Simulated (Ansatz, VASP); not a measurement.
## N: VASP beside Ansatz

```
N
1.0
     4.73216    0.00000    0.00000
     0.00000    4.73216    0.00000
     0.00000    0.00000    4.73216
N
4
Direct
  0.99998 0.99998 0.99998
  0.50002 0.00002 0.49998
  0.49998 0.50002 0.00002
  0.00002 0.49998 0.50002
```

Alike in both runs: functional LDA; k mesh 6 × 6 × 6; occupations gaussian, width 0.02 eV; collinear spin.

Ansatz relaxed the structure, and its values are those at the end. VASP's run is a single point on that final structure, the one shown.

|  | VASP | Ansatz |
| --- | --- | --- |
| version | VASP 6.6.1 | Ansatz 0.2.0 |
| potentials or method | VASP PAW LDA potentials, release 64 (N), cutoff 520 eV | scalar-relativistic, plane waves, PAW |
| valence electrons in the cell | 20 | 20 |

Ansatz gave:

| Item | Value |
| --- | --- |
| gap on the k mesh at the Fermi level (eV) | 1.50 |
| least direct gap on the mesh (eV) | 1.69 |
| pressure (GPa) | 0.2 |
| net moment per atom (μB) | 3.00 |
| size of the moment on the site where the two differ most (μB) | 2.86 |

Problem. What did VASP give for the same quantities?

Solution. gap on the k mesh at the Fermi level (eV): 1.37; least direct gap on the mesh (eV): 1.56; pressure (GPa): 0.2; net moment per atom (μB): 3.00; size of the moment on the site where the two differ most (μB): 1.93.

LDA's correlation is that of Perdew and Zunger in VASP and of Perdew and Wang (1992) in Ansatz. Site moments also hang on the region over which each program counts them. Ansatz's warnings: stress scf threshold loose.
